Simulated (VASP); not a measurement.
# GaN (F-43m) in VASP: a series of runs

The runs below take GaN through vibrations by perturbation theory, with LDA.

Everything below comes from runs of VASP 6.6.1. Logs are shortened: lines on timing, memory, paths and dates and some standing lists are left out, and cuts for length are marked.

### Step 1. The cell of the first run

Symmetry: F-43m, No. 216, cubic system. The conventional cell has a = 4.287 Å, b = 4.287 Å, c = 4.287 Å, α = 90.00°, β = 90.00°, γ = 90.00°. Ga (site symmetry -43m) has 4 N at 1.86 Å within 2.5 Å. N (site symmetry -43m) has 4 Ga at 1.86 Å within 2.5 Å.

### Step 2. Vibrations by perturbation theory, LDA

The input, INCAR:

```
PREC     = Accurate       # precision mode
ENCUT    = 520            # plane-wave cutoff, eV
EDIFF    = 1E-8           # SCF threshold, eV
ISMEAR   = 0              # smearing method
SIGMA    = 0.01           # smearing width, eV
LREAL    = False          # projectors in reciprocal space
LASPH    = True           # aspherical terms in the spheres
NELM     = 100            # most SCF steps
ALGO     = Normal         # electronic algorithm
ISIF     = 2              # what is computed and relaxed
LWAVE    = False          # write WAVECAR
LCHARG   = False          # write CHGCAR
GGA      = CA             # functional
IBRION   = 8              # ionic algorithm
NSW      = 1              # ionic steps
LEPSILON = True           # dielectric tensor by DFPT
```

The input, KPOINTS:

```
Automatic mesh
0
Gamma
  10 10 10
```

The input, POSCAR:

```
GaN
1.0
    0.0000000000      2.1435843763      2.1435843763
    2.1435843763      0.0000000000      2.1435843763
    2.1435843763      2.1435843763      0.0000000000
Ga N
1 1
Direct
    0.0000000000      0.0000000000      0.0000000000
    0.7500000000      0.7500000000      0.7500000000
```

Potentials or basis: VASP PAW LDA potentials, release 64 (Ga_d, N).

On the command line:

```sh
$ cat potpaw_LDA.64/Ga_d/POTCAR potpaw_LDA.64/N/POTCAR > POTCAR
$ mpirun -np 1 vasp_std > vasp.out
```

OUTCAR:

```text
PREC = Accurate
   ENCUT = 520
   EDIFF = 1E-8
   ISMEAR = 0
   LREAL = False
   LASPH = True
   NELM = 100
   ISIF = 2
   GGA = CA
   IBRION = 8
   NSW = 1
   LEPSILON = True

 ion  position               nearest neighbor table
   1  0.000  0.000  0.000-   2 1.86   2 1.86   2 1.86   2 1.86
   2  0.750  0.750  0.750-   1 1.86   1 1.86   1 1.86   1 1.86

  LATTYP: Found a face centered cubic cell.
 ALAT       =     4.2871687526

  Lattice vectors:

 A1 = (   0.0000000000,   2.1435843763,   2.1435843763)
 A2 = (   2.1435843763,   0.0000000000,   2.1435843763)
 A3 = (   2.1435843763,   2.1435843763,   0.0000000000)

Analysis of symmetry for initial positions (statically):
=====================================================================
 Subroutine PRICEL returns:
 Original cell was already a primitive cell.

 Routine SETGRP: Setting up the symmetry group for a
 face centered cubic supercell.

 Subroutine GETGRP returns: Found 24 space group operations
 (whereof 24 operations were pure point group operations)
 out of a pool of 48 trial point group operations.

The static configuration has the point symmetry T_d .

Analysis of symmetry for dynamics (positions and initial velocities):
=====================================================================
 Subroutine PRICEL returns:
 Original cell was already a primitive cell.

 Routine SETGRP: Setting up the symmetry group for a
 face centered cubic supercell.

 Subroutine GETGRP returns: Found 24 space group operations
 (whereof 24 operations were pure point group operations)
 out of a pool of 48 trial point group operations.

The dynamic configuration has the point symmetry T_d .

 Subroutine INISYM returns: Found 24 space group operations
 (whereof 24 operations are pure point group operations),
 and found     1 'primitive' translations

----------------------------------------------------------------------------------------

                                     Primitive cell

  volume of cell :      19.6993

  direct lattice vectors                    reciprocal lattice vectors
     0.000000000  2.143584376  2.143584376    -0.233254173  0.233254173  0.233254173
     2.143584376  0.000000000  2.143584376     0.233254173 -0.233254173  0.233254173
     2.143584376  2.143584376  0.000000000     0.233254173  0.233254173 -0.233254173

  length of vectors
     3.031486097  3.031486097  3.031486097     0.404008078  0.404008078  0.404008078

  position of ions in fractional coordinates (direct lattice)
     0.000000000  0.000000000  0.000000000
     0.750000000  0.750000000  0.750000000

  ion indices of the primitive-cell ions
   primitive index   ion index
                 1           1
                 2           2

----------------------------------------------------------------------------------------

 KPOINTS: Automatic mesh

Automatic generation of k-mesh.
 Grid dimensions read from file:
 generate k-points for:   10   10   10

 Generating k-lattice:

  Cartesian coordinates                     Fractional coordinates (reciprocal lattice)
    -0.023325417  0.023325417  0.023325417     0.100000000  0.000000000  0.000000000
     0.023325417 -0.023325417  0.023325417     0.000000000  0.100000000  0.000000000
     0.023325417  0.023325417 -0.023325417     0.000000000  0.000000000  0.100000000
[... 531 lines left out ...]
  ---------------------------------------------------
  free energy    TOTEN  =        -0.24204662 eV

  energy without entropy =       -0.24204662

------------------------ aborting loop because EDIFF is reached ----------------------------------------

--------------------------------------- Ionic step        2  -------------------------------------------

------------------------ aborting loop because EDIFF is reached ----------------------------------------

--------------------------------------- Ionic step        3  -------------------------------------------

------------------------ aborting loop because EDIFF is reached ----------------------------------------

 PIEZOELECTRIC TENSOR FIELD DIRECTION 3  (e Angst)
 -----------------------------------------------------------------------------
    -0.00129  1.22692  0.00000           ( -0.00000  0.11352  0.00000)
     1.22692 -0.00129  0.00000           (  0.11352 -0.00000  0.00000)
     0.00000  0.00000  0.00155           (  0.00000  0.00000 -0.00000)

 PIEZOELECTRIC TENSOR FIELD DIRECTION 3  (C/m^2)
 -----------------------------------------------------------------------------
    -0.00105  0.99787  0.00000
     0.99787 -0.00105  0.00000
     0.00000  0.00000  0.00126

--------------------------------------- Ionic step        4  -------------------------------------------

------------------------ aborting loop because EDIFF is reached ----------------------------------------

[... ionic steps 5 to 6 ...]

--------------------------------------- Ionic step        7  -------------------------------------------

 Free energy of the ion-electron system (eV)
  ---------------------------------------------------
  ---------------------------------------------------
  free energy    TOTEN  =        -0.23244144 eV

  energy without entropy =       -0.23244144

------------------------ aborting loop because EDIFF is reached ----------------------------------------

 INTERNAL STRAIN TENSOR  FOR ION    2  DIRECTION 1   (eV/Angst):
 -----------------------------------------------------------------------------
    -0.00188  0.00000  0.00000
     0.00000 -0.00146 17.22992
     0.00000 17.22992 -0.00146

 MACROSCOPIC STATIC DIELECTRIC TENSOR (including local field effects in DFT)
 ------------------------------------------------------
           5.235605     0.000000    -0.000000
          -0.000000     5.235605     0.000000
          -0.000000    -0.000000     5.235605
 ------------------------------------------------------

 PIEZOELECTRIC TENSOR (including local field effects)  for field in x, y, z        (e  Angst)
          XX          YY          ZZ          XY          YZ          ZX
  --------------------------------------------------------------------------------
  x    -0.00000    -0.00000    -0.00000     0.00000     1.23015     0.00000
  y    -0.00000     0.00000    -0.00000     0.00000     0.00000     1.23015
  z    -0.00000    -0.00000     0.00000     1.23015     0.00000     0.00000

 PIEZOELECTRIC TENSOR (including local field effects)  for field in x, y, z        (C/m^2)
          XX          YY          ZZ          XY          YZ          ZX
  --------------------------------------------------------------------------------
  x    -0.00000    -0.00000    -0.00000     0.00000     1.00050     0.00000
  y    -0.00000     0.00000    -0.00000     0.00000     0.00000     1.00050
  z    -0.00000    -0.00000     0.00000     1.00050     0.00000     0.00000

 BORN EFFECTIVE CHARGES (including local field effects) (in |e|, cummulative output)
 ---------------------------------------------------------------------------------
 ion    1
    1     2.56871     0.00000     0.00000
    2     0.00000     2.56871    -0.00000
    3     0.00000    -0.00000     2.56871
 ion    2
    1    -2.56871    -0.00000    -0.00000
    2    -0.00000    -2.56871     0.00000
    3     0.00000     0.00000    -2.56871

 INTERNAL STRAIN TENSOR FOR ION    2 for displacements in x,y,z  (eV/Angst):
          X           Y           Z          XY          YZ          ZX
  --------------------------------------------------------------------------------
  x    -0.00000     0.00000     0.00000     0.00000    17.22992     0.00000
  y     0.00000    -0.00000     0.00000     0.00000     0.00000    17.22992
  z     0.00000     0.00000    -0.00000    17.22992     0.00000     0.00000

 SECOND DERIVATIVES (NOT SYMMETRIZED)
 ------------------------------------
               1X          1Y          1Z          2X          2Y          2Z
  1X   -18.639828    0.000000    0.000000   18.639828    0.000000    0.000000
  1Y     0.000000  -18.639828    0.000000    0.000000   18.639828    0.000000
  1Z     0.000000    0.000000  -18.639828    0.000000    0.000000   18.639828
  2X    18.619661    0.000000    0.000000  -18.619661    0.000000    0.000000
  2Y     0.000000   18.619661    0.000000    0.000000  -18.619661    0.000000
  2Z     0.000000    0.000000   18.619661    0.000000    0.000000  -18.619661

 Eigenvectors and eigenvalues of the dynamical matrix
 ----------------------------------------------------

   1 f  =   19.757563 THz   124.140428 2PiTHz  659.041352 cm-1    81.710677 meV
             X         Y         Z           dx          dy          dz
      0.000000  0.000000  0.000000     0.000000    0.409120    0.000000
      3.215377  3.215377  3.215377     0.000000   -0.912481    0.000000
[... 21 lines left out ...]
   6 f/i=    0.003992 THz     0.025083 2PiTHz    0.133164 cm-1     0.016510 meV
             X         Y         Z           dx          dy          dz
      0.000000  0.000000  0.000000     0.000000    0.000000    0.912481
      3.215377  3.215377  3.215377     0.000000    0.000000    0.409120

--------------------------------------------------------------------------------------------------------

 MACROSCOPIC STATIC DIELECTRIC TENSOR IONIC CONTRIBUTION
 ------------------------------------------------------
           3.253407     0.000000    -0.000000
           0.000000     3.253407    -0.000000
          -0.000000    -0.000000     3.253407
 ------------------------------------------------------

 ELASTIC MODULI CONTR FROM IONIC RELAXATION (kBar)
 Direction    XX          YY          ZZ          XY          YZ          ZX
 --------------------------------------------------------------------------------
 XX          -0.0000      0.0000      0.0000     -0.0000      0.0000     -0.0000
 YY           0.0000     -0.0000     -0.0000     -0.0000     -0.0000      0.0000
 ZZ           0.0000     -0.0000     -0.0000      0.0000     -0.0000     -0.0000
 XY          -0.0000     -0.0000      0.0000  -1241.9016      0.0000      0.0000
 YZ           0.0000     -0.0000     -0.0000      0.0000  -1241.9016     -0.0000
 ZX          -0.0000      0.0000     -0.0000      0.0000     -0.0000  -1241.9016
 --------------------------------------------------------------------------------

 PIEZOELECTRIC TENSOR IONIC CONTR  for field in x, y, z        (C/m^2)
          XX          YY          ZZ          XY          YZ          ZX
  --------------------------------------------------------------------------------
  x     0.00000    -0.00000    -0.00000     0.00000    -1.89141    -0.00000
  y    -0.00000     0.00000    -0.00000     0.00000    -0.00000    -1.89141
  z    -0.00000    -0.00000     0.00000    -1.89141     0.00000     0.00000
```

It took 4.8 min on 1 thread of AMD EPYC 9R45 (Zen 5), shared host; peak memory 0.2 GiB.

Results:

| Item | Value |
| --- | --- |
| Electronic dielectric tensor (diagonal) | 5.24 |
| Born charges (mean of the diagonal) | Ga +2.57; N -2.57 e |
| Highest phonon frequency at Γ, LO-TO splitting left out | 659 cm⁻¹ |

Phonon frequencies in cm⁻¹ (negative: imaginary):
| q point | frequencies |
| --- | --- |
| (0.000, 0.000, 0.000) | 0 0 0 659 659 659 |

Electronic dielectric tensor:
```
5.24 0.00 0.00
0.00 5.24 0.00
0.00 0.00 5.24
```

Born effective charge tensors (e):
atom 1, Ga
```
2.57 0.00 0.00
0.00 2.57 0.00
0.00 0.00 2.57
```
atom 2, N
```
-2.57  0.00  0.00
 0.00 -2.57  0.00
 0.00  0.00 -2.57
```

Caveat: the cell wasn't relaxed at this level first, which shifts response properties.

(Part 1 of 2 ends here.)
